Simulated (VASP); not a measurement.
# Y2CdO4 (P1) in VASP: single point with PBEsol

Aim: the single point of Y2CdO4 with PBEsol.

Program: VASP 6.6.1. These are calculated values, not measurements. Logs are shortened: lines on timing, memory, paths and dates and some standing lists are left out, and cuts for length are marked.

### Step 1. The cell of the first run

The typed cell holds 7 atoms: a = 5.405 Å, b = 5.668 Å, c = 3.380 Å, α = 89.98°, β = 90.00°, γ = 88.16°.

### Step 2. Single point, PBEsol

File INCAR:

```
SYSTEM = Y2CdO4
PREC = Accurate
ENCUT = 520
EDIFF = 1E-7
ISMEAR = -1
SIGMA = 0.05
LREAL = .False.
LASPH = .True.
NELM = 80
ALGO = Normal
ISIF = 2
LWAVE = .False.
LCHARG = .True.
GGA = PS
LELF = .True.
LVHAR = .True.
NBANDS = 38
```

File KPOINTS:

```
Automatic mesh
0
Gamma
  4 4 6
  0 0 0
```

File POSCAR:

```
Y2CdO4
1.0
    5.4042503937      0.0901438843     -0.0004753324
    0.0877224201      5.6668423008      0.0038472017
    0.0002873276     -0.0013767098      3.3803785037
Y Cd O
2 1 4
Direct
    0.4951695319     -0.0065112738      0.7003356309
   -0.0047563322      0.4935650494      0.2003619263
   -0.0048294615     -0.0064062773      0.2002904098
    0.1526884460      0.7246890669     -0.2996715269
    0.3162985487      0.2021430510      0.2002716986
    0.6741703549      0.7849063628      0.2004157273
    0.8378031885      0.2624297741     -0.2996400828
```

Potentials or basis: VASP PAW PBE potentials, release 64 (Y_sv, Cd, O).

On the command line:

```
> cat potpaw_PBE.64/Y_sv/POTCAR potpaw_PBE.64/Cd/POTCAR potpaw_PBE.64/O/POTCAR > POTCAR
> mpirun -np 1 vasp_std > vasp.out
```

OUTCAR:

```text
SYSTEM = Y2CdO4
   PREC = Accurate
   ENCUT = 520
   EDIFF = 1E-7
   ISMEAR = -1
   LREAL = .False.
   LASPH = .True.
   NELM = 80
   ISIF = 2
   GGA = PS

 ion  position               nearest neighbor table
   1  0.495  0.993  0.700-   5 2.26   6 2.26   5 2.26   6 2.26   4 2.43   7 2.44   3 3.19   3 3.19
                             3 3.19   3 3.19   2 4.21   2 4.21   2 4.21   2 4.21   2 4.32   2 4.32
   2  0.995  0.494  0.200-   7 2.32   4 2.32   4 2.32   7 2.32   6 2.36   5 2.36   3 2.83   3 2.83
                             1 4.21   1 4.21   1 4.21   1 4.21   1 4.32   1 4.32   1 4.32   1 4.32
   3  0.995  0.994  0.200-   6 2.13   5 2.13   7 2.41   4 2.41   7 2.41   4 2.41   2 2.83   2 2.83
                             1 3.19   1 3.19   1 3.19   1 3.19
   4  0.153  0.725  0.700-   2 2.32   2 2.32   3 2.41   3 2.41   1 2.43
   5  0.316  0.202  0.200-   3 2.13   1 2.26   1 2.26   2 2.36
   6  0.674  0.785  0.200-   3 2.13   1 2.26   1 2.26   2 2.36
   7  0.838  0.262  0.700-   2 2.32   2 2.32   3 2.41   3 2.41   1 2.44

  LATTYP: Found a triclinic cell.
 ALAT       =     6.5998658853
 B/A-ratio  =     1.2055431310
 C/A-ratio  =     0.5121890134
 COS(alpha) =     0.0001877804
 COS(beta)  =     0.5124233744
 COS(gamma) =     0.6305452336

  Lattice vectors:

 A1 = (  -0.0880097477,  -5.6654655910,  -3.3842257054)
 A2 = (  -5.4919728138,  -5.7569861851,  -0.0033718693)
 A3 = (  -0.0002873276,   0.0013767098,  -3.3803785037)

Analysis of symmetry for initial positions (statically):
=====================================================================
 Subroutine PRICEL returns:
 Original cell was already a primitive cell.

 Routine SETGRP: Setting up the symmetry group for a
 triclinic supercell.

 Subroutine GETGRP returns: Found  1 space group operations
 (whereof  1 operations were pure point group operations)
 out of a pool of  2 trial point group operations.

The static configuration has the point symmetry C_1 .

Analysis of symmetry for dynamics (positions and initial velocities):
=====================================================================
 Subroutine PRICEL returns:
 Original cell was already a primitive cell.

 Routine SETGRP: Setting up the symmetry group for a
 triclinic supercell.

 Subroutine GETGRP returns: Found  1 space group operations
 (whereof  1 operations were pure point group operations)
 out of a pool of  2 trial point group operations.

The dynamic configuration has the point symmetry C_1 .

 Subroutine INISYM returns: Found  1 space group operations
 (whereof  1 operations are pure point group operations),
 and found     1 'primitive' translations

----------------------------------------------------------------------------------------

                                     Primitive cell

  volume of cell :     103.4975

  direct lattice vectors                    reciprocal lattice vectors
     5.404250394  0.090143884 -0.000475332     0.185087328 -0.002865131 -0.000016899
     0.087722420  5.666842301  0.003847202    -0.002944223  0.176510646  0.000072137
     0.000287328 -0.001376710  3.380378504     0.000029377 -0.000201289  0.295824776

  length of vectors
     5.405002171  5.667522535  3.380378796     0.185109504  0.176535214  0.295824846

  position of ions in fractional coordinates (direct lattice)
     0.495169532  0.993488726  0.700335631
     0.995243668  0.493565049  0.200361926
     0.995170538  0.993593723  0.200290410
     0.152688446  0.724689067  0.700328473
     0.316298549  0.202143051  0.200271699
     0.674170355  0.784906363  0.200415727
     0.837803188  0.262429774  0.700359917

  ion indices of the primitive-cell ions
   primitive index   ion index
                 1           1
                 2           2
                 3           3
                 4           4
                 5           5
                 6           6
                 7           7

----------------------------------------------------------------------------------------

 KPOINTS: Automatic mesh

Automatic generation of k-mesh.
 Grid dimensions read from file:
 generate k-points for:    4    4    6

 Generating k-lattice:

  Cartesian coordinates                     Fractional coordinates (reciprocal lattice)
     0.046271832 -0.000716283 -0.000004225     0.250000000 -0.000000000 -0.000000000
    -0.000736056  0.044127662  0.000018034    -0.000000000  0.250000000  0.000000000
     0.000004896 -0.000033548  0.049304129    -0.000000000  0.000000000  0.166666667

  Length of vectors
     0.046277376  0.044133804  0.049304141

  Shift w.r.t. Gamma in fractional coordinates (k-lattice)
     0.000000000  0.000000000  0.000000000

 Subroutine IBZKPT returns following result:
 ===========================================

 Found     52 irreducible k-points:

 Following reciprocal coordinates:
            Coordinates               Weight
  0.000000  0.000000  0.000000      1.000000
  0.250000 -0.000000  0.000000      2.000000
  0.500000 -0.000000  0.000000      1.000000
  0.000000  0.250000  0.000000      2.000000
  0.250000  0.250000  0.000000      2.000000
  0.500000  0.250000  0.000000      2.000000
[... 16 lines left out ...]
  0.000000 -0.250000  0.166667      2.000000
  0.250000 -0.250000  0.166667      2.000000
 [... further k-points ...]
   k-points           NKPTS =     52   k-points in BZ     NKDIM =     52   number of bands    NBANDS=     38
   number of dos      NEDOS =    301   number of ions     NIONS =      7
   total plane-waves  NPLWV =  47040
   dimension x,y,z NGX =    40 NGY =   42 NGZ =   28
   dimension x,y,z NGXF=    80 NGYF=   84 NGZF=   56
   ions per type =               2   1   4
   NGX,Y,Z   is equivalent  to a cutoff of  12.30, 12.32, 13.77 a.u.
   NGXF,Y,Z  is equivalent  to a cutoff of  24.61, 24.64, 27.54 a.u.
 SYSTEM =  Y2CdO4
   PREC   = accura    normal or accurate (medium, high low for compatibility)
   ISTART =      0    job   : 0-new  1-cont  2-samecut
   ICHARG =      2    charge: 1-file 2-atom 10-const
   ISPIN  =      1    spin polarized calculation?
   LNONCOLLINEAR =      F non collinear calculations
   LSORBIT =      F    spin-orbit coupling
   LASPH  =      T    aspherical Exc in radial PAW
   ENCUT  =  520.0 eV  38.22 Ry    6.18 a.u.  10.05 10.54  6.29*2*pi/ulx,y,z
   NELM   =     80;   NELMIN=  2; NELMDL= -5     # of ELM steps
   EDIFF  = 0.1E-06   stopping-criterion for ELM
   LREAL  =      F    real-space projection
   EDIFFG = 0.1E-05   stopping-criterion for IOM
   NSW    =      0    number of steps for IOM
   IBRION =     -1    ionic relax: 0-MD 1-quasi-New 2-CG
   NFREE  =      0    steps in history (QN), initial steepest desc. (CG)
   ISIF   =      2    stress and relaxation
   ISYM   =      2    0-nonsym 1-usesym 2-fastsym
   POTIM  = 0.5000    time-step for ionic-motion
   TEBEG  =    0.0;   TEEND  =   0.0 temperature during run
   PSTRESS=    0.0 pullay stress
   NELECT =      58.0000    total number of electrons
   NUPDOWN=      -1.0000    fix difference up-down
   EMIN   =  10.00;   EMAX   =-10.00  energy-range for DOS
   EFERMI =   0.00;   METHOD = LEGACY
   ISMEAR =    -1;   SIGMA  =   0.05  broadening in eV -4-tet -1-fermi 0-gaus
   EFERMI_NEDOS =   21; number of points for ismear=-14 and -15
   IALGO  =     38    algorithm
   IMIX   =      4    mixing-type and parameters
     AMIX     =   0.40;   BMIX     =  1.00
     AMIX_MAG =   1.60;   BMIX_MAG =  1.00
  volume/ion in A,a.u.               =      14.79        99.78
  Fermi-wavevector in a.u.,A,eV,Ry     =   1.349711  2.550584 24.786011  1.821720
  Thomas-Fermi vector in A             =   2.477276
   LORBIT       =      0    0 simple, 1 ext, 2 COOP (PROOUT), +10 PAW based schemes
   GGA     = PS    functional components
   LHFCALC =     F    Hartree Fock is set to
   AEXX    =    0.0000 exact exchange contribution
   IVDW    =     0    specifies the selected vdW correction
   LEPSILON=     F    determine dielectric tensor
   LRPA    =     F    only Hartree local field effects (RPA)
 non-spin polarized calculation
  energy-cutoff  :      520.00
  volume of cell :      103.50
 maximum number of plane-waves:      2810
   NGX = 21   NGY = 21   NGZ = 13

 number of electron      57.9999989 magnetization

 Free energy of the ion-electron system (eV)
  ---------------------------------------------------
  ext. energy  EPLUGINS =         0.00000000
  ---------------------------------------------------
  free energy    TOTEN  =       -54.31583100 eV

  energy without entropy =      -54.31583100  energy(sigma->0) =      -54.31583100

 E-fermi :   2.7395     XC(G=0): -10.6363

 val. band max:        1.7064525955   @ k =   0.0000   0.0000   0.0000
 cond. band min:       4.2644442712   @ k =   0.0000   0.0000   0.0000
 fundamental gap:      2.5579916757
 Fermi energy:         2.7395159220

 k-point     1 :       0.0000    0.0000    0.0000
  band No.  band energies     occupation
      1     -38.8424      2.00000
      2     -38.6105      2.00000
      3     -19.5179      2.00000
      4     -19.3248      2.00000
      5     -18.8273      2.00000
      6     -18.7361      2.00000
[... 30 lines left out ...]
     37       8.4254      0.00000
     38       8.9482      0.00000

 k-point     2 :       0.2500   -0.0000    0.0000
  band No.  band energies     occupation
      1     -38.8422      2.00000
      2     -38.6106      2.00000
      3     -19.4774      2.00000
      4     -19.2911      2.00000
      5     -18.9176      2.00000
      6     -18.7836      2.00000
[... 30 lines left out ...]
     37       8.1963      0.00000
     38       9.0641      0.00000

 k-point     3 :       0.5000   -0.0000    0.0000
  band No.  band energies     occupation
      1     -38.8420      2.00000
      2     -38.6106      2.00000
      3     -19.4305      2.00000
      4     -19.2273      2.00000
      5     -19.0392      2.00000
      6     -18.8336      2.00000
[... 30 lines left out ...]
     37       8.2295      0.00000
     38       9.5268      0.00000

 k-point     4 :       0.0000    0.2500    0.0000
  band No.  band energies     occupation
      1     -38.8418      2.00000
      2     -38.6107      2.00000
      3     -19.5017      2.00000
      4     -19.2791      2.00000
      5     -18.9111      2.00000
      6     -18.7841      2.00000
[... 30 lines left out ...]
     37       8.1779      0.00000
     38       8.9970      0.00000
[... 703 lines left out ...]
      4     -19.1575      2.00000
      5     -18.9684      2.00000
      6     -18.9034      2.00000
[... 30 lines left out ...]
     37       8.2913      0.00000
     38       8.9940      0.00000

 k-point    23 :       0.0000   -0.2500    0.1667
  band No.  band energies     occupation
      1     -38.8284      2.00000
      2     -38.5960      2.00000
      3     -19.4257      2.00000
      4     -19.1922      2.00000
      5     -18.9303      2.00000
      6     -18.9146      2.00000
[... 30 lines left out ...]
     37       8.7700      0.00000
     38       9.3201      0.00000

 k-point    24 :       0.2500   -0.2500    0.1667
  band No.  band energies     occupation
      1     -38.8283      2.00000
      2     -38.5959      2.00000
      3     -19.4345      2.00000
      4     -19.1055      2.00000
      5     -19.0736      2.00000
      6     -18.8852      2.00000
[... 30 lines left out ...]
     37       8.7554      0.00000
     38       9.3622      0.00000

 [... further k-points ...]

------------------------ aborting loop because EDIFF is reached ----------------------------------------

  FORCE on cell =-STRESS in cart. coord.  units (eV):
  Direction    XX          YY          ZZ          XY          YZ          ZX
  --------------------------------------------------------------------------------------
  -------------------------------------------------------------------------------------
  Total        0.4112176      0.3905583      0.1739926      0.2034113     -0.0078818      0.0011586
  in kB        6.3657915      6.0459787      2.6934658      3.1488780     -0.1220136      0.0179349
  external PRESSURE =       5.0350787 kB  Pullay stress =       0.0000000 kB

 VOLUME and BASIS-vectors are now :
 -----------------------------------------------------------------------------
  energy-cutoff  :      520.00
  volume of cell :      103.50
      direct lattice vectors                 reciprocal lattice vectors
     5.404250394  0.090143884 -0.000475332     0.185087328 -0.002865131 -0.000016899
     0.087722420  5.666842301  0.003847202    -0.002944223  0.176510646  0.000072137
     0.000287328 -0.001376710  3.380378504     0.000029377 -0.000201289  0.295824776

 POSITION                                       TOTAL-FORCE (eV/Angst)
 -----------------------------------------------------------------------------------
      2.76337      5.67362      2.37099         0.000383      0.000400     -0.000089
      5.42190      2.88639      0.67872         0.000084      0.000207     -0.000021
      5.46537      5.71997      0.68041        -0.000070     -0.000344      0.000049
      0.88894      4.11950      2.37009         0.022081     -0.045845      0.000107
      1.72715      1.17375      0.67762         0.110457      0.082452      0.000114
      3.71230      4.50844      0.68018        -0.110920     -0.082831     -0.000011
      4.55092      1.56171      2.36809        -0.022014      0.045962     -0.000149
 -----------------------------------------------------------------------------------
    total drift:                                0.000210     -0.000049      0.000387

  FREE ENERGIE OF THE ION-ELECTRON SYSTEM (eV)
  ---------------------------------------------------
  free  energy   TOTEN  =       -54.3158309955 eV

  energy  without entropy=      -54.3158309955  energy(sigma->0) =      -54.31583100
```

Wall time 3.2 min (1 thread of Intel Xeon Platinum 8375C at 2.90GHz (Ice Lake), shared host); peak memory 0.34 GiB.

What came out:

| Property | Result |
| --- | --- |
| Free energy | -54.3158 eV |
| Pressure | 0.5 GPa |
| Largest force | 0.138 eV/Å |
| Band gap on the k mesh | 2.56 eV, direct |

Forces in eV/Å, atoms in the order of the input:
```
Y    0.000  0.000  0.000
Y    0.000  0.000  0.000
Cd   0.000  0.000  0.000
O    0.022 -0.046  0.000
O    0.110  0.082  0.000
O   -0.111 -0.083  0.000
O   -0.022  0.046  0.000
```

Caveat: the PAW data sets were made with another functional, which shifts forces and pressure a little.
